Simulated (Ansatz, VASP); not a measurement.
TaN: VASP beside Ansatz

```
Ta N
1.0
     2.80416    0.00000    0.00000
    -1.40208    2.42848    0.00000
     0.00000    0.00000    4.91800
Ta N
2 2
Cartesian
  0.0000 0.0000 0.0000
  0.0000 0.0000 2.4590
  0.0000 1.6190 1.2295
  1.4021 0.8095 3.6885
```

Change from the starting cell: strain -0.080 along x and y, +0.000 along z, atoms carried along.

Alike in both runs: task single point; functional PBE; k mesh 18 × 18 × 10; occupations gaussian, width 0.15 eV; no spin polarisation.

```csv
,VASP,Ansatz
version,VASP 6.6.1,Ansatz 0.2.0
potentials or method,"VASP PAW PBE potentials, release 64 (Ta_pv, N), cutoff 520 eV","scalar-relativistic, plane waves, PAW"
valence electrons in the cell,32,36
```

Ansatz gave:

* gap on the k mesh at the Fermi level (eV): none
* pressure (GPa): 169.4
* traceless stress, the component that is largest in VASP (GPa): 79.57

Q: Estimate VASP's values.

A: gap on the k mesh at the Fermi level (eV): none; pressure (GPa): 172.8; traceless stress, the component that is largest in VASP (GPa): 80.19.

A gap of «none» marks a metal or a gap that the smearing closes. Both programs put the cell under a high pressure, so it lies far from rest at this level. VASP's potentials hold 32 valence electrons a cell and Ansatz's 36, so a difference there can come from the potentials and not from the codes.

Neither program's run includes spin-orbit coupling. Noted on VASP's run: the cell as given lies far from equilibrium.
